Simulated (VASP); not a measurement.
Input of a VASP 6.6.1 run:

INCAR

```
PREC = Accurate
ENCUT = 500
EDIFF = 1E-6
ISMEAR = 0
SIGMA = 0.05
LREAL = F
LASPH = T
NELM = 120
ALGO = Normal
ISIF = 2
LWAVE = F
LCHARG = T
GGA = PE
IVDW = 12
LELF = T
LVHAR = T
NBANDS = 20
ISYM = 0
GGA_COMPAT = F
```

The input KPOINTS:

```
Automatic mesh
0
Gamma
  12 12 4
  0.5 0.5 0.5
```

The input POSCAR:

```
MoS2
1.0
    3.1497239970      0.0000000000      0.0000000000
   -1.5748619985      2.7277409963      0.0000000000
    0.0000000000      0.0000000000      7.3122969262
Mo S
1 2
Direct
    0.0000000000      0.0000000000      0.0000000000
    0.3333333333      0.6666666667      0.2356692374
    0.3333333333      0.6666666667      0.7643307626
```

Potentials or basis: VASP PAW PBE potentials, release 64 (Mo_sv, S).

Launch:

```bash
$ cat potpaw_PBE.64/Mo_sv/POTCAR potpaw_PBE.64/S/POTCAR > POTCAR
$ mpirun -np 1 vasp_std > vasp.out
```

**Question.** Estimate the pressure.

**Answer.** -11.5 GPa.

**Question.** Estimate the band gap on the k mesh.

**Answer.** 1.26 eV (least direct gap 1.92 eV).

**Question.** Predict the largest force.

**Answer.** 2.343 eV/Å.

**Question.** What does it give for the dispersion energy per atom?

**Answer.** -0.364 eV.

Stress tensor (GPa, compression positive):
```
 -6.22   0.00   0.00
  0.00  -6.22   0.00
  0.00   0.00 -22.02
```

Caveat: the stress differs along the axes, from -22 to -6 GPa; a shifted mesh leaves out Γ, where band edges can lie; forces of over 1 eV/Å act on the atoms, so gaps and moduli don't describe the material at rest. A k mesh can miss the band edges.
